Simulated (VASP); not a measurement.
Write the native input for VASP 6.6.1 that does the following.

```
Task                   : single point
Functional             : PBE
Potentials or basis    : VASP PAW PBE potentials, release 64 (Mo_sv, P)
Cutoff                 : 400 eV
k mesh                 : 1 × 1 × 1, shifted
Occupations            : fermi-dirac, width 0.0991 eV
Spin                   : no spin polarisation
Dipole correction      : no
Mended                 : yes
Further INCAR settings : LREAL = Auto; ALGO = Normal; EDIFF = 1e-06; NBANDS = 116; ISYM = -1
```

The structure of Mo11P9 lies in POSCAR:

```
Mo11P9
1.0
    6.0950450000     -0.0853850000      0.1792640000
   -0.0853850000      6.7216350000      0.1703940000
    0.1792640000      0.1703940000      6.7463690000
Mo P
11 9
Direct
    0.6640946961      0.8537829960      0.1938158480
    0.6839615668      0.4430870910      0.9084671965
    0.3114351099      0.5960941695      0.1747505994
    0.5206978185      0.2333868219      0.2833535954
    0.0477621422      0.2880159195      0.3529366364
    0.1391818041      0.9799780270      0.1300599385
    0.3401965755      0.8959663999      0.4865932626
    0.5155435743      0.0877020647      0.8634424964
    0.0654281246      0.2467428428      0.7582324051
    0.6171434663      0.6148773087      0.5263973835
    0.8215366181      0.9598882653      0.5446514797
    0.2768670513      0.3121202133      0.0059869677
    0.3110214484      0.4119911712      0.5547747577
    0.1393058721      0.8888604363      0.7973591404
    0.8336871640      0.1391884967      0.0538581598
    0.0357105422      0.7161942279      0.3794731931
    0.7917182402      0.5000488207      0.2103900784
    0.0773668476      0.5770921876      0.8836163369
    0.5640941769      0.7715345916      0.8453012808
    0.7175288569      0.2791672257      0.6012418661
```

The input as run:

INCAR

```
  PREC = Accurate
  ENCUT = 400
  EDIFF = 1E-6
  ISMEAR = -1
  SIGMA = 0.0991
  LREAL = Auto
  LASPH = True
  NELM = 120
  ALGO = Normal
  ISIF = 2
  LWAVE = False
  LCHARG = True
  GGA = PE
  LELF = True
  LVHAR = True
  NBANDS = 116
  ISYM = -1
  GGA_COMPAT = False
```

KPOINTS

```
explicit points
1
Reciprocal
  0.25000000   0.25000000   0.25000000 1
```

Potentials or basis: VASP PAW PBE potentials, release 64 (Mo_sv, P).

The run is started by

```bash
$ cat potpaw_PBE.64/Mo_sv/POTCAR potpaw_PBE.64/P/POTCAR > POTCAR
$ mpirun -np 1 vasp_std > vasp.out
```

Results of the run:

```
Pressure               : 24.1 GPa
Largest force          : 2.620 eV/Å
Band gap on the k mesh : zero (an odd number of electrons rules out a gap without spin polarisation)
```

Caveat: the atoms stand as in a frame of molecular dynamics.

It took 58 s on 1 thread of AMD EPYC 7R13 Processor (Zen 3), with other jobs on the host, peak memory 0.26 GiB.
